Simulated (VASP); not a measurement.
Here is a VASP 6.6.1 calculation.

Contents of INCAR:

```
  ALGO = Normal
  EDIFF = 1E-7
  ENCUT = 520
  GGA = PE
  ISIF = 2
  ISMEAR = -1
  LASPH = True
  LCHARG = True
  LELF = True
  LREAL = False
  LVHAR = True
  LWAVE = False
  NBANDS = 16
  NELM = 100
  PREC = Accurate
  SIGMA = 0.1
```

The input KPOINTS:

```
k-points
0
Gamma
  11 11 11
```

File POSCAR:

```
InSb
1.0
    0.0000000000      2.7187785378      2.7187785378
    2.7187785378      0.0000000000      2.7187785378
    2.7187785378      2.7187785378      0.0000000000
In Sb
1 1
Direct
    0.0000000000      0.0000000000      0.0000000000
    0.2500000000      0.2500000000      0.2500000000
```

Potentials or basis: VASP PAW PBE potentials, release 64 (In_d, Sb).

Launch:

```sh
$ cat potpaw_PBE.64/In_d/POTCAR potpaw_PBE.64/Sb/POTCAR > POTCAR
$ mpirun -np 1 vasp_std > vasp.out
```

Task: What does it give for the band gap on the k mesh?

Result: Zero (band 9 reaches 12.90 eV, above the bottom of band 10 at 12.75 eV).

Task: What does it give for the pressure?

Result: 89.7 GPa.

Caveat: spin-orbit coupling is left out, which moves the levels of the heavy elements.
